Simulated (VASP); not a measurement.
# TiS2 (P-3m1) in VASP: a series of runs

The runs below take TiS2 through relaxation of cell and atoms, with PBE+D3(BJ).

All numbers are computed with VASP 6.6.1; they aren't measurements. Logs are shortened: lines on timing, memory, paths and dates and some standing lists are left out, and cuts for length are marked.

## Step 1: The cell of the first run

Symmetry: P-3m1, No. 164, trigonal system. Conventional cell: a = 3.359 Å, b = 3.359 Å, c = 5.515 Å, α = 90.00°, β = 90.00°, γ = 120.00°. Within 3.2 Å of Ti (site symmetry -3m) lie 6 S at 2.41 Å. S (site symmetry 3m) has 3 Ti at 2.41 Å within 3.2 Å.

## Step 2: Relaxation of cell and atoms, PBE+D3(BJ)

Input file INCAR:

```
SYSTEM = TiS2
PREC     = Accurate       ! precision mode
ENCUT    = 500            ! plane-wave cutoff, eV
EDIFF    = 1E-7           ! SCF threshold, eV
ISMEAR   = 0              ! smearing method
SIGMA    = 0.1            ! smearing width, eV
LREAL    = .False.        ! projectors in reciprocal space
LASPH    = .True.         ! aspherical terms in the spheres
NELM     = 120            ! most SCF steps
ALGO     = Normal         ! electronic algorithm
ISIF     = 3              ! what is computed and relaxed
LWAVE    = .False.        ! write WAVECAR
LCHARG   = .False.        ! write CHGCAR
GGA      = PE             ! functional
IVDW     = 12             ! dispersion correction
IBRION   = 2              ! ionic algorithm
NSW      = 100            ! ionic steps
EDIFFG   = -0.005         ! ionic threshold
GGA_COMPAT= .False.      
NELMIN   = 4
```

Input file KPOINTS:

```
regular mesh
0
Gamma
  12 12 2
  0 0 0
```

Input file POSCAR:

```
TiS2
1.0
    3.3590626505      0.0000000000      0.0000000000
   -1.6795313253      2.9090335882      0.0000000000
    0.0000000000      0.0000000000     16.5442933401
Ti S
3 6
Direct
    0.3333333333      0.6666666667      0.5000020634
    0.3333333333      0.6666666667      0.8333640055
    0.3333333333      0.6666666667      0.1666339769
    0.6666666667      0.3333333333      0.5863696806
    0.6666666667      0.3333333333      0.9197272266
    0.6666666667      0.3333333333      0.2530015742
    0.0000000000      0.0000000000      0.7469960635
    0.0000000000      0.0000000000      0.0802707779
    0.0000000000      0.0000000000      0.4136346214
```

Potentials or basis: VASP PAW PBE potentials, release 64 (Ti_sv, S).

On the command line:

```sh
> cat potpaw_PBE.64/Ti_sv/POTCAR potpaw_PBE.64/S/POTCAR > POTCAR
> mpirun -np 1 vasp_std > vasp.out
```

OUTCAR:

```text
SYSTEM = TiS2
   PREC = Accurate
   ENCUT = 500
   EDIFF = 1E-7
   ISMEAR = 0
   LREAL = .False.
   LASPH = .True.
   NELM = 120
   ISIF = 3
   GGA = PE
   IVDW = 12
   IBRION = 2
   NSW = 100
   EDIFFG = -0.005
   NELMIN = 4
 IVDW          = 12

 ion  position               nearest neighbor table
   1  0.333  0.667  0.500-   9 2.41   9 2.41   9 2.41   4 2.41   4 2.41   4 2.41
   2  0.333  0.667  0.833-   5 2.41   5 2.41   5 2.41   7 2.41   7 2.41   7 2.41
   3  0.333  0.667  0.167-   8 2.41   8 2.41   8 2.41   6 2.41   6 2.41   6 2.41
   4  0.667  0.333  0.586-   1 2.41   1 2.41   1 2.41
   5  0.667  0.333  0.920-   2 2.41   2 2.41   2 2.41
   6  0.667  0.333  0.253-   3 2.41   3 2.41   3 2.41
   7  0.000  0.000  0.747-   2 2.41   2 2.41   2 2.41
   8  0.000  0.000  0.080-   3 2.41   3 2.41   3 2.41
   9  0.000  0.000  0.414-   1 2.41   1 2.41   1 2.41

  LATTYP: Found a hexagonal cell.
 ALAT       =     3.3590626505
 C/A-ratio  =     4.9252708453

  Lattice vectors:

 A1 = (   3.3590626505,   0.0000000000,   0.0000000000)
 A2 = (  -1.6795313253,   2.9090335882,   0.0000000000)
 A3 = (   0.0000000000,   0.0000000000,  16.5442933401)

Analysis of symmetry for initial positions (statically):
=====================================================================
 Subroutine PRICEL returns:
 Original cell was already a primitive cell.

 Routine SETGRP: Setting up the symmetry group for a
 hexagonal supercell.

 Subroutine GETGRP returns: Found 12 space group operations
 (whereof  6 operations were pure point group operations)
 out of a pool of 24 trial point group operations.

The static configuration has the point symmetry C_3v.
 The point group associated with its full space group is D_3d.

Analysis of symmetry for dynamics (positions and initial velocities):
=====================================================================
 Subroutine PRICEL returns:
 Original cell was already a primitive cell.

 Routine SETGRP: Setting up the symmetry group for a
 hexagonal supercell.

 Subroutine GETGRP returns: Found 12 space group operations
 (whereof  6 operations were pure point group operations)
 out of a pool of 24 trial point group operations.

The dynamic configuration has the point symmetry C_3v.
 The point group associated with its full space group is D_3d.

 Subroutine INISYM returns: Found 12 space group operations
 (whereof  6 operations are pure point group operations),
 and found     1 'primitive' translations

----------------------------------------------------------------------------------------

                                     Primitive cell

  volume of cell :     161.6646

  direct lattice vectors                    reciprocal lattice vectors
     3.359062650  0.000000000  0.000000000     0.297702098  0.171878387  0.000000000
    -1.679531325  2.909033588  0.000000000     0.000000000  0.343756773  0.000000000
     0.000000000  0.000000000 16.544293340     0.000000000  0.000000000  0.060443803

  length of vectors
     3.359062650  3.359062650 16.544293340     0.343756773  0.343756773  0.060443803

  position of ions in fractional coordinates (direct lattice)
     0.333333333  0.666666667  0.500002063
     0.333333333  0.666666667  0.833364006
     0.333333333  0.666666667  0.166633977
     0.666666667  0.333333333  0.586369681
     0.666666667  0.333333333  0.919727227
     0.666666667  0.333333333  0.253001574
     0.000000000  0.000000000  0.746996063
     0.000000000  0.000000000  0.080270778
     0.000000000  0.000000000  0.413634621

  ion indices of the primitive-cell ions
   primitive index   ion index
                 1           1
                 2           2
                 3           3
                 4           4
                 5           5
                 6           6
                 7           7
                 8           8
                 9           9

----------------------------------------------------------------------------------------

 KPOINTS: regular mesh

Automatic generation of k-mesh.
 Grid dimensions read from file:
 generate k-points for:   12   12    2

 Generating k-lattice:

  Cartesian coordinates                     Fractional coordinates (reciprocal lattice)
     0.024808508  0.014323199  0.000000000     0.083333333  0.000000000  0.000000000
     0.000000000  0.028646398  0.000000000     0.000000000  0.083333333  0.000000000
     0.000000000  0.000000000  0.030221901     0.000000000  0.000000000  0.500000000

  Length of vectors
     0.028646398  0.028646398  0.030221901

  Shift w.r.t. Gamma in fractional coordinates (k-lattice)
     0.000000000  0.000000000  0.000000000

 Subroutine IBZKPT returns following result:
 ===========================================

 Found     38 irreducible k-points:

 Following reciprocal coordinates:
            Coordinates               Weight
  0.000000  0.000000  0.000000      1.000000
  0.083333  0.000000  0.000000      6.000000
  0.166667  0.000000  0.000000      6.000000
  0.250000 -0.000000  0.000000      6.000000
  0.333333  0.000000  0.000000      6.000000
  0.416667  0.000000  0.000000      6.000000
[... 16 lines left out ...]
  0.250000 -0.000000  0.500000      6.000000
  0.333333  0.000000  0.500000      6.000000
 [... further k-points ...]
   k-points           NKPTS =     38   k-points in BZ     NKDIM =     38   number of bands    NBANDS=     43
   number of dos      NEDOS =    301   number of ions     NIONS =      9
   total plane-waves  NPLWV =  72576
   dimension x,y,z NGX =    24 NGY =   24 NGZ =  126
   dimension x,y,z NGXF=    48 NGYF=   48 NGZF=  252
   ions per type =               3   6
   NGX,Y,Z   is equivalent  to a cutoff of  11.88, 11.88, 12.66 a.u.
   NGXF,Y,Z  is equivalent  to a cutoff of  23.76, 23.76, 25.32 a.u.
 SYSTEM =  TiS2
   PREC   = accura    normal or accurate (medium, high low for compatibility)
   ISTART =      0    job   : 0-new  1-cont  2-samecut
   ICHARG =      2    charge: 1-file 2-atom 10-const
   ISPIN  =      1    spin polarized calculation?
   LNONCOLLINEAR =      F non collinear calculations
   LSORBIT =      F    spin-orbit coupling
   LASPH  =      T    aspherical Exc in radial PAW
   ENCUT  =  500.0 eV  36.75 Ry    6.06 a.u.   6.12  6.12 30.16*2*pi/ulx,y,z
   NELM   =    120;   NELMIN=  4; NELMDL= -5     # of ELM steps
   EDIFF  = 0.1E-06   stopping-criterion for ELM
   LREAL  =      F    real-space projection
   EDIFFG = -.5E-02   stopping-criterion for IOM
   NSW    =    100    number of steps for IOM
   IBRION =      2    ionic relax: 0-MD 1-quasi-New 2-CG
   NFREE  =      1    steps in history (QN), initial steepest desc. (CG)
   ISIF   =      3    stress and relaxation
   ISYM   =      2    0-nonsym 1-usesym 2-fastsym
   POTIM  = 0.5000    time-step for ionic-motion
   TEBEG  =    0.0;   TEEND  =   0.0 temperature during run
   PSTRESS=    0.0 pullay stress
   NELECT =      72.0000    total number of electrons
   NUPDOWN=      -1.0000    fix difference up-down
   EMIN   =  10.00;   EMAX   =-10.00  energy-range for DOS
   EFERMI =   0.00;   METHOD = LEGACY
   ISMEAR =     0;   SIGMA  =   0.10  broadening in eV -4-tet -1-fermi 0-gaus
   EFERMI_NEDOS =   21; number of points for ismear=-14 and -15
   IALGO  =     38    algorithm
   IMIX   =      4    mixing-type and parameters
     AMIX     =   0.40;   BMIX     =  1.00
     AMIX_MAG =   1.60;   BMIX_MAG =  1.00
  volume/ion in A,a.u.               =      17.96       121.22
  Fermi-wavevector in a.u.,A,eV,Ry     =   1.250203  2.362542 21.266019  1.563008
  Thomas-Fermi vector in A             =   2.384208
   LORBIT       =      0    0 simple, 1 ext, 2 COOP (PROOUT), +10 PAW based schemes
   GGA     = PE    functional components
   LHFCALC =     F    Hartree Fock is set to
   AEXX    =    0.0000 exact exchange contribution
   IVDW    =    12    specifies the selected vdW correction
   LEPSILON=     F    determine dielectric tensor
   LRPA    =     F    only Hartree local field effects (RPA)
 conjugate gradient relaxation of ions
 non-spin polarized calculation
 Gauss-broadening in eV      SIGMA  =   0.10
  energy-cutoff  :      500.00
  volume of cell :      161.66
 maximum number of plane-waves:      4176
   NGX = 13   NGY = 13   NGZ = 61

--------------------------------------- Ionic step        1  -------------------------------------------

 number of electron      72.0000013 magnetization

 Free energy of the ion-electron system (eV)
  ---------------------------------------------------
  ext. energy  EPLUGINS =         0.00000000
  ---------------------------------------------------
  free energy    TOTEN  =       -59.62687467 eV

  energy without entropy =      -59.61981463  energy(sigma->0) =      -59.62334465

------------------------ aborting loop because EDIFF is reached ----------------------------------------

 Edisp (eV)   -3.69577

 E8    (eV) :    -1.4983

  FORCE on cell =-STRESS in cart. coord.  units (eV):
  Direction    XX          YY          ZZ          XY          YZ          ZX
  --------------------------------------------------------------------------------------
  -------------------------------------------------------------------------------------
  Total      -0.09395    -0.09395     0.01425     0.00000     0.00000     0.00000
  in kB      -0.93112    -0.93112     0.14120     0.00000     0.00000     0.00000
  external pressure =       -0.57 kB  Pullay stress =        0.00 kB
[... 122 lines left out ...]
  energy  without entropy=      -63.3156184245  energy(sigma->0) =      -63.31915264

--------------------------------------- Ionic step        4  -------------------------------------------

 number of electron      72.0000013 magnetization

 Free energy of the ion-electron system (eV)
  ---------------------------------------------------
  ext. energy  EPLUGINS =         0.00000000
  ---------------------------------------------------
  free energy    TOTEN  =       -59.62387477 eV

  energy without entropy =      -59.61679604  energy(sigma->0) =      -59.62033541

 E-fermi :   6.1795     XC(G=0): -10.4537

 val. band max:        6.1589209495   @ k =   0.4167   0.0000   0.5000
 cond. band min:       6.1890470441   @ k =   0.5000  -0.0000   0.0000
 fundamental gap:      0.0301260946
 Fermi energy:         6.1795238167

 k-point     1 :       0.0000    0.0000    0.0000
  band No.  band energies     occupation
      1     -51.3626      2.00000
      2     -51.3597      2.00000
      3     -51.3558      2.00000
      4     -27.5974      2.00000
      5     -27.5944      2.00000
      6     -27.5906      2.00000
[... 1093 lines left out ...]
     42       7.8925      0.00000
     43       7.9726      0.00000

 [... further k-points ...]

------------------------ aborting loop because EDIFF is reached ----------------------------------------

 Edisp (eV)   -3.69883

 E8    (eV) :    -1.4995

  FORCE on cell =-STRESS in cart. coord.  units (eV):
  Direction    XX          YY          ZZ          XY          YZ          ZX
  --------------------------------------------------------------------------------------
  -------------------------------------------------------------------------------------
  Total       0.00621     0.00621    -0.01246    -0.00000     0.00000     0.00000
  in kB       0.06158     0.06158    -0.12363    -0.00000     0.00000     0.00000
  external pressure =       -0.00 kB  Pullay stress =        0.00 kB
[... 24 lines left out ...]
  FREE ENERGIE OF THE ION-ELECTRON SYSTEM (eV)
  ---------------------------------------------------
  free  energy   TOTEN  =       -63.3226998356 eV

  energy  without entropy=      -63.3156211114  energy(sigma->0) =      -63.31916047

 reached required accuracy - stopping structural energy minimisation
```

It took 5.9 min on 1 thread of Intel Xeon 6975P-C (Granite Rapids), shared host; peak memory 0.39 GiB.

Results:

```
Free energy                            : -63.3227 eV
Relaxed volume                         : 17.95 Å³/atom
Relaxed cell                           : a = 3.357 Å, b = 3.357 Å, c = 16.552 Å, α = 90.00°, β = 90.00°, γ = 120.00°
Space group after relaxing (to 0.05 Å) : P-3m1 (No. 164)
Energy gained by relaxing              : 0.0 meV/atom
Ionic steps                            : 4
Pressure after relaxing                : 0.0 GPa
Band gap on the k mesh                 : zero (band 36 reaches 6.35 eV, above the bottom of band 37 at 6.04 eV)
Dispersion energy per atom             : -0.411 eV
```

Final structure:
```
Ti S
1.0
     3.35691    0.00000    0.00000
    -1.67846    2.90717    0.00000
     0.00000    0.00000   16.55197
Ti S
3 6
Cartesian
  0.0000 1.9381 8.2760
  0.0000 1.9381 13.7937
  0.0000 1.9381 2.7582
  1.6785 0.9691 9.7060
  1.6785 0.9691 15.2237
  1.6785 0.9691 4.1882
  0.0000 0.0000 12.3638
  0.0000 0.0000 1.3282
  1.6785 2.9072 6.8460
```

Caveat: pairwise dispersion overbinds metals, which lowers pressure and volume.

## Step 3: Relaxation of cell and atoms, PBE+D3(BJ)

Input file INCAR:

```
SYSTEM = TiS2
ALGO = Normal ; EDIFF = 1E-7
EDIFFG = -0.001 ; ENCUT = 500
GGA = PE ; GGA_COMPAT = .FALSE.
IBRION = 2 ; ISIF = 3
ISMEAR = -1 ; IVDW = 12
LASPH = .TRUE. ; LCHARG = .FALSE.
LREAL = .FALSE. ; LWAVE = .FALSE.
NELM = 120 ; NELMIN = 4
NSW = 80 ; PREC = Accurate
SIGMA = 0.15
```

Input file KPOINTS:

```
k-points
0
G
  12 12 2
  0 0 0
```

Input file POSCAR:

```
TiS2
1.0
    3.3590626248      0.0000000000      0.0000000000
   -1.6795313124      2.9090335660      0.0000000000
    0.0000000000      0.0000000000     16.5442886522
Ti S
3 6
Direct
    0.3333333333      0.6666666667      0.5000000000
    0.3333333333      0.6666666667      0.8333650376
    0.3333333333      0.6666666667      0.1666349624
    0.6666666667      0.3333333333      0.5863675549
    0.6666666667      0.3333333333      0.9197282666
    0.6666666667      0.3333333333      0.2530027613
    0.0000000000      0.0000000000      0.7469972387
    0.0000000000      0.0000000000      0.0802717334
    0.0000000000      0.0000000000      0.4136324451
```

Potentials or basis: VASP PAW PBE potentials, release 64 (Ti_sv, S).

On the command line:

```sh
> cat potpaw_PBE.64/Ti_sv/POTCAR potpaw_PBE.64/S/POTCAR > POTCAR
> mpirun -np 1 vasp_std > vasp.out
```

Run time: 41 min. Hardware: 1 thread of Intel Xeon Platinum 8488C (Sapphire Rapids), shared host; peak memory 0.4 GiB.

The run converged. Its results:

```yaml
Free_energy: -63.3835 eV
Relaxed_volume: 17.93 Å³/atom
Relaxed_cell: a = 3.355 Å, b = 3.355 Å, c = 16.555 Å, α = 90.00°, β = 90.00°, γ = 120.00°
Space_group_after_relaxing_to_0.05_Å: P-3m1 (No. 164)
Energy_gained_by_relaxing: 0.0 meV/atom
Ionic_steps: 26
Pressure_after_relaxing: 0.0 GPa
Band_gap_on_the_k_mesh: zero (band 36 reaches 6.36 eV, above the bottom of band 37 at 6.06 eV)
Dispersion_energy_per_atom: -0.411 eV
```

Step by step:
| step | energy change (eV) | largest force (eV/Å) | pressure (GPa) | volume (Å³) |
| --- | --- | --- | --- | --- |
| 1 | 0.0000 | 0.0174 | -0.05 | 161.66 |
| 2 | -0.0003 | 0.0082 | -0.03 | 161.53 |
| 3 | -0.0003 | 0.0009 | 0.00 | 161.43 |
| 4 | -0.0003 | 0.0023 | 0.00 | 161.45 |
| 5 | -0.0003 | 0.0026 | 0.00 | 161.45 |
| 6 | -0.0003 | 0.0013 | -0.01 | 161.45 |
| 7 | -0.0003 | 0.0026 | -0.03 | 161.44 |
| 8 | -0.0003 | 0.0017 | -0.03 | 161.45 |
| 9 | -0.0003 | 0.0017 | -0.03 | 161.44 |
| 10 | -0.0003 | 0.0018 | -0.02 | 161.44 |
| 11 | -0.0003 | 0.0021 | -0.02 | 161.42 |
| 12 | -0.0003 | 0.0027 | -0.02 | 161.40 |
| 13 | -0.0003 | 0.0031 | -0.02 | 161.39 |
| 14 | -0.0003 | 0.0037 | -0.02 | 161.36 |
| 15 | -0.0003 | 0.0027 | -0.01 | 161.35 |
| 16 | -0.0003 | 0.0017 | 0.00 | 161.34 |
| 17 | -0.0003 | 0.0016 | 0.00 | 161.34 |
| 18 | -0.0003 | 0.0017 | 0.01 | 161.34 |
| 19 | -0.0003 | 0.0017 | 0.01 | 161.34 |
| 20 | -0.0003 | 0.0010 | 0.01 | 161.34 |
| 21 | -0.0003 | 0.0011 | 0.01 | 161.35 |
| 22 | -0.0003 | 0.0013 | 0.00 | 161.35 |
| 23 | -0.0003 | 0.0017 | 0.00 | 161.36 |
| 24 | -0.0003 | 0.0017 | 0.00 | 161.36 |
| 25 | -0.0003 | 0.0014 | 0.00 | 161.36 |
| 26 | -0.0003 | 0.0007 | 0.00 | 161.36 |

Final structure:
```xyz
9
Lattice="3.3549 0.0000 0.0000 -1.6774 2.9054 0.0000 0.0000 0.0000 16.5549" Properties=species:S:1:pos:R:3 pbc="T T T"
Ti    0.0000    1.9369    8.2774
Ti    0.0000    1.9369   13.7960
Ti    0.0000    1.9369    2.7589
S     1.6774    0.9685    9.7094
S     1.6774    0.9685   15.2279
S     1.6774    0.9685    4.1908
S     0.0000    0.0000   12.3641
S     0.0000    0.0000    1.3269
S     0.0000    0.0000    6.8455
```

Levels at points of the mesh, in eV from the Fermi level:
```csv
k point,band 34,band 35,band 36,band 37,band 38,band 39
"(0.00, 0.00, 0.00)",0.24,0.25,0.25,0.63,0.63,0.63
"(0.50, 0.00, 0.00)",-1.50,-1.18,-1.18,0.10,0.10,0.27
"(0.00, 0.00, 0.50)",0.18,0.18,0.18,0.62,0.62,0.64
"(0.50, 0.00, 0.50)",-1.43,-1.09,-1.07,-0.05,0.24,0.24
```

Caveat: pairwise dispersion overbinds metals, which lowers pressure and volume.
